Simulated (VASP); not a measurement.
# Se (P3_121) in VASP: notebook, part 2 of 2

VASP 6.6.1. Earlier steps stand in the parts before.

### Step 3. Single point, PBE+D3(BJ) (volume 25.804 Å^3 an atom, c/a of the conventional cell 1.1631)

File INCAR:

```
SYSTEM = Se
PREC = Accurate ; ENCUT = 520
EDIFF = 1E-7 ; ISMEAR = 0
SIGMA = 0.05 ; LREAL = .FALSE.
LASPH = .TRUE. ; NELM = 60
ALGO = Normal ; ISIF = 2
LWAVE = .FALSE. ; LCHARG = .FALSE.
GGA = PE ; IVDW = 12
NBANDS = 16
```

File KPOINTS:

```
regular mesh
0
G
  12 12 8
  0 0 0
```

File POSCAR:

```
Se
1.0
    4.2516111125      0.0000000000      0.0000000000
   -2.1258055563      3.6820032305      0.0000000000
    0.0000000000      0.0000000000      4.9450488850
Se
3
Direct
    0.2473450684      0.0000000000      0.3333333333
    0.0000000000      0.2473450684      0.6666666667
    0.7526549316      0.7526549316      0.0000000000
```

Potentials or basis: VASP PAW PBE potentials, release 64 (Se).

Command:

```sh
$ cat potpaw_PBE.64/Se/POTCAR > POTCAR
$ mpirun -np 1 vasp_std > vasp.out
```

OUTCAR:

```text
SYSTEM = Se
   PREC = Accurate
   ENCUT = 520
   EDIFF = 1E-7
   ISMEAR = 0
   LREAL = .FALSE.
   LASPH = .TRUE.
   NELM = 60
   ISIF = 2
   GGA = PE
   IVDW = 12
 IVDW          = 12

 ion  position               nearest neighbor table
   1  0.247  0.000  0.333-   3 2.46   2 2.46
   2  0.000  0.247  0.667-   3 2.46   1 2.46
   3  0.753  0.753  0.000-   1 2.46   2 2.46

  LATTYP: Found a hexagonal cell.
 ALAT       =     4.2516111125
 C/A-ratio  =     1.1631000000

  Lattice vectors:

 A1 = (   4.2516111125,   0.0000000000,   0.0000000000)
[... 647 lines left out ...]

 Edisp (eV)   -1.00899

 E8    (eV) :    -0.4162

  FORCE on cell =-STRESS in cart. coord.  units (eV):
  Direction    XX          YY          ZZ          XY          YZ          ZX
  --------------------------------------------------------------------------------------
  -------------------------------------------------------------------------------------
  Total      -1.05713    -1.05713    -0.17967     0.00000    -0.00000    -0.00000
  in kB     -21.87906   -21.87906    -3.71863     0.00000    -0.00000    -0.00000
  external pressure =      -15.83 kB  Pullay stress =        0.00 kB

 VOLUME and BASIS-vectors are now :
 -----------------------------------------------------------------------------
  energy-cutoff  :      520.00
  volume of cell :       77.41
      direct lattice vectors                 reciprocal lattice vectors
     4.251611113  0.000000000  0.000000000     0.235204955  0.135795644  0.000000000
    -2.125805556  3.682003230  0.000000000     0.000000000  0.271591288  0.000000000
     0.000000000  0.000000000  4.945048885     0.000000000  0.000000000  0.202222470

 POSITION                                       TOTAL-FORCE (eV/Angst)
 -----------------------------------------------------------------------------------
      1.05162      0.00000      1.64835        -0.322380      0.000000      0.000000
     -0.52581      0.91073      3.29670         0.161190     -0.279189     -0.000000
      1.60000      2.77128      0.00000         0.161190      0.279189     -0.000000
 -----------------------------------------------------------------------------------
    total drift:                                0.000000      0.000000     -0.000000

  FREE ENERGIE OF THE ION-ELECTRON SYSTEM (eV)
  ---------------------------------------------------
  free  energy   TOTEN  =       -11.4488343325 eV

  energy  without entropy=      -11.4488343325  energy(sigma->0) =      -11.44883433
```

stdout:

```text
POSCAR found type information on POSCAR Se
 POSCAR found :  1 types and       3 ions
 scaLAPACK will be used
 LDA part: xc-table for (Slater+PW92), standard interpolation
 POSCAR, INCAR and KPOINTS ok, starting setup
 FFT: planning ... GRIDC
 FFT: planning ... GRID_SOFT
 FFT: planning ... GRID
 WAVECAR not read
 entering main loop
```

Wall time 2.2 min (1 thread of Oxide Virtual Turin-like, shared host); peak memory 0.25 GiB.

Results:

- Free energy: -11.4488 eV
- Pressure: -1.6 GPa
- Largest force: 0.322 eV/Å
- Band gap on the k mesh: 0.61 eV, indirect (least direct gap 1.09 eV)
- Dispersion energy per atom: -0.336 eV

Forces in eV/Å, atoms in the order of the input:
```
Se  -0.322  0.000  0.000
Se   0.161 -0.279  0.000
Se   0.161  0.279  0.000
```

Stress tensor (GPa, compression positive):
```
-2.19  0.00  0.00
 0.00 -2.19  0.00
 0.00  0.00 -0.37
```

Levels at points of the mesh, in eV from the valence-band top:
```tsv
k point	band 6	band 7	band 8	band 9	band 10	band 11	band 12	band 13
(0.00, 0.00, 0.00)	-3.66	-2.06	-2.06	-0.71	1.46	1.46	1.60	6.45
(0.50, 0.00, 0.00)	-3.82	-3.23	-1.54	-1.06	1.45	1.61	3.89	4.60
(0.00, 0.00, 0.50)	-3.38	-1.66	-1.66	-1.30	0.61	0.61	0.93	6.15
(0.50, 0.00, 0.50)	-4.31	-2.41	-1.78	0.00	1.61	2.53	2.57	6.20
```

### Step 4. Single point, PBE+D3(BJ) (volume 26.458 Å^3 an atom, c/a of the conventional cell 1.1173)

File INCAR:

```
ALGO     = Normal         # electronic algorithm
EDIFF    = 1E-7           # SCF threshold, eV
ENCUT    = 520            # plane-wave cutoff, eV
GGA      = PE             # functional
ISIF     = 2              # what is computed and relaxed
ISMEAR   = 0              # smearing method
IVDW     = 12             # dispersion correction
LASPH    = True           # aspherical terms in the spheres
LCHARG   = False          # write CHGCAR
LREAL    = False          # projectors in reciprocal space
LWAVE    = False          # write WAVECAR
NBANDS   = 16             # bands
NELM     = 100            # most SCF steps
PREC     = Accurate       # precision mode
SIGMA    = 0.05           # smearing width, eV
```

File KPOINTS:

```
k-points
0
Gamma
  12 12 8
```

File POSCAR:

```
Se
1.0
    4.3450283269      0.0000000000      0.0000000000
   -2.1725141635      3.7629049113      0.0000000000
    0.0000000000      0.0000000000      4.8547001496
Se
3
Direct
    0.2473450684      0.0000000000      0.3333333333
    0.0000000000      0.2473450684      0.6666666667
    0.7526549316      0.7526549316      0.0000000000
```

Command:

```sh
$ cat potpaw_PBE.64/Se/POTCAR > POTCAR
$ mpirun -np 1 vasp_std > vasp.out
```

Wall time 3.6 min (1 thread of Oxide Virtual Turin-like, shared host); peak memory 0.24 GiB.

The run converged. Its results:

| Property | Result |
| --- | --- |
| Free energy | -11.3958 eV |
| Pressure | -2.4 GPa |
| Largest force | 0.498 eV/Å |
| Band gap on the k mesh | 0.46 eV, indirect (least direct gap 1.34 eV) |
| Dispersion energy per atom | -0.327 eV |

Forces in eV/Å, atoms in the order of the input:
```
Se  -0.498  0.000  0.000
Se   0.249 -0.431  0.000
Se   0.249  0.431  0.000
```

Stress tensor (GPa, compression positive):
```
-3.22  0.00  0.00
 0.00 -3.22  0.00
 0.00  0.00 -0.64
```

Levels at points of the mesh, in eV from the valence-band top:
```csv
k point,band 5,band 6,band 7,band 8,band 9,band 10,band 11,band 12,band 13,band 14
"(0.00, 0.00, 0.00)",-3.75,-3.75,-2.13,-2.13,-0.78,1.40,1.46,1.46,6.45,6.48
"(0.50, 0.00, 0.00)",-4.79,-3.83,-3.10,-1.58,-1.09,1.43,1.53,3.66,4.67,7.71
"(0.00, 0.00, 0.50)",-3.50,-3.50,-1.80,-1.80,-1.23,0.46,0.46,0.93,6.45,6.61
"(0.50, 0.00, 0.50)",-4.39,-4.35,-2.42,-1.72,0.00,1.72,2.37,2.50,6.28,7.88
```

### Step 5. Single point, PBE+D3(BJ) (volume 26.458 Å^3 an atom, c/a of the conventional cell 1.2108)

File INCAR:

```
SYSTEM = Se
PREC     = Accurate       ! precision mode
ENCUT    = 520            ! plane-wave cutoff, eV
EDIFF    = 1E-6           ! SCF threshold, eV
ISMEAR   = 0              ! smearing method
SIGMA    = 0.05           ! smearing width, eV
LREAL    = .FALSE.        ! projectors in reciprocal space
LASPH    = .TRUE.         ! aspherical terms in the spheres
NELM     = 60             ! most SCF steps
ALGO     = Normal         ! electronic algorithm
ISIF     = 2              ! what is computed and relaxed
LWAVE    = .FALSE.        ! write WAVECAR
LCHARG   = .FALSE.        ! write CHGCAR
GGA      = PE             ! functional
IVDW     = 12             ! dispersion correction
NBANDS   = 16             ! bands
```

File KPOINTS:

```
Automatic mesh
0
G
  12 12 8
  0 0 0
```

File POSCAR:

```
Se
1.0
    4.2301757145      0.0000000000      0.0000000000
   -2.1150878572      3.6634396312      0.0000000000
    0.0000000000      0.0000000000      5.1218967551
Se
3
Direct
    0.2473450684      0.0000000000      0.3333333333
    0.0000000000      0.2473450684      0.6666666667
    0.7526549316      0.7526549316      0.0000000000
```

Command:

```sh
$ cat potpaw_PBE.64/Se/POTCAR > POTCAR
$ mpirun -np 1 vasp_std > vasp.out
```

Run time: 2.6 min. Hardware: 1 thread of Oxide Virtual Turin-like, shared host; peak memory 0.24 GiB.

It converged, with:

```
Free energy                : -11.4272 eV
Pressure                   : -3.5 GPa
Largest force              : 0.499 eV/Å
Band gap on the k mesh     : 0.68 eV, indirect (least direct gap 0.77 eV)
Dispersion energy per atom : -0.328 eV
```

Forces on the atoms (eV/Å):
```
Se  -0.499  0.000  0.000
Se   0.250 -0.432  0.000
Se   0.250  0.432  0.000
```

Stress tensor (GPa, compression positive):
```
-3.41  0.00  0.00
 0.00 -3.41  0.00
 0.00  0.00 -3.73
```

Levels at points of the mesh, in eV from the valence-band top:
```csv
k point,band 7,band 8,band 9,band 10,band 11,band 12
"(0.00, 0.00, 0.00)",-1.77,-1.77,-0.52,1.42,1.42,1.81
"(0.50, 0.00, 0.00)",-3.12,-1.36,-0.92,1.46,1.66,3.85
"(0.00, 0.00, 0.50)",-1.36,-1.36,-1.20,0.82,0.82,0.98
"(0.50, 0.00, 0.50)",-2.18,-1.66,-0.01,1.44,2.45,2.68
```

 A k mesh can miss the band edges.

### Step 6. Single point, PBE+D3(BJ) (volume 26.458 Å^3 an atom, c/a of the conventional cell 1.3122)

File INCAR:

```
ALGO     = Normal         # electronic algorithm
EDIFF    = 1E-7           # SCF threshold, eV
ENCUT    = 520            # plane-wave cutoff, eV
GGA      = PE             # functional
ISIF     = 2              # what is computed and relaxed
ISMEAR   = 0              # smearing method
IVDW     = 12             # dispersion correction
LASPH    = T              # aspherical terms in the spheres
LCHARG   = F              # write CHGCAR
LREAL    = F              # projectors in reciprocal space
LWAVE    = F              # write WAVECAR
NBANDS   = 16             # bands
NELM     = 80             # most SCF steps
PREC     = Accurate       # precision mode
SIGMA    = 0.05           # smearing width, eV
```

File KPOINTS:

```
k-points
0
Gamma
  12 12 8
```

File POSCAR:

```
Se
1.0
    4.1182799665      0.0000000000      0.0000000000
   -2.0591399833      3.5665350709      0.0000000000
    0.0000000000      0.0000000000      5.4040069721
Se
3
Direct
    0.2473450684      0.0000000000      0.3333333333
    0.0000000000      0.2473450684      0.6666666667
    0.7526549316      0.7526549316      0.0000000000
```

Potentials or basis: VASP PAW PBE potentials, release 64 (Se).

Command:

```sh
$ cat potpaw_PBE.64/Se/POTCAR > POTCAR
$ mpirun -np 1 vasp_std > vasp.out
```

It took 4 min on 1 thread of Oxide Virtual Turin-like, shared host; peak memory 0.25 GiB.

Results (log left out):

```yaml
Free_energy: -11.3731 eV
Pressure: -4.8 GPa
Largest_force: 0.483 eV/Å
Band_gap_on_the_k_mesh: 0.24 eV, direct
Dispersion_energy_per_atom: -0.328 eV
```

Forces in eV/Å, atoms in the order of the input:
```
Se  -0.483  0.000  0.000
Se   0.242 -0.418  0.000
Se   0.242  0.418  0.000
```

Stress tensor (GPa, compression positive):
```
-3.55  0.00  0.00
 0.00 -3.55  0.00
 0.00  0.00 -7.40
```

Levels at points of the mesh, in eV from the valence-band top:
```
           k point  band 6  band 7  band 8  band 9  band 10  band 11  band 12  band 13
(0.00, 0.00, 0.00)   -3.05   -1.46   -1.46   -0.32     1.31     1.31     2.16     6.59
(0.50, 0.00, 0.00)   -3.26   -3.21   -1.21   -0.80     1.38     1.68     3.77     4.82
(0.00, 0.00, 0.50)   -2.63   -1.14   -0.99   -0.99     0.96     1.10     1.10     5.89
(0.50, 0.00, 0.50)   -3.76   -2.03   -1.66   -0.17     1.08     2.25     2.85     6.10
```

### Step 7. The runs side by side

| cell | gap on the mesh (eV) | pressure (GPa) | largest force (eV/Å) |
| --- | --- | --- | --- |
| a = 4.139, b = 4.139, c = 5.217 Å, angles 90.0, 90.0, 120.0°, 3 atoms | 0.49 | -2.9 | 0.34 |
| a = 4.252, b = 4.252, c = 4.945 Å, angles 90.0, 90.0, 120.0°, 3 atoms | 0.61 | -1.6 | 0.32 |
| a = 4.345, b = 4.345, c = 4.855 Å, angles 90.0, 90.0, 120.0°, 3 atoms | 0.46 | -2.4 | 0.50 |
| a = 4.230, b = 4.230, c = 5.122 Å, angles 90.0, 90.0, 120.0°, 3 atoms | 0.68 | -3.5 | 0.50 |
| a = 4.118, b = 4.118, c = 5.404 Å, angles 90.0, 90.0, 120.0°, 3 atoms | 0.24 | -4.8 | 0.48 |

Alike in all rows: task single point; level PBE+D3(BJ); potentials or basis VASP PAW PBE potentials, release 64 (Se); no spin polarisation; k mesh 12 × 12 × 8; cutoff (eV) 520; smearing gaussian 0.05 eV.

Absolute energies hang on the potentials; compare differences alone.
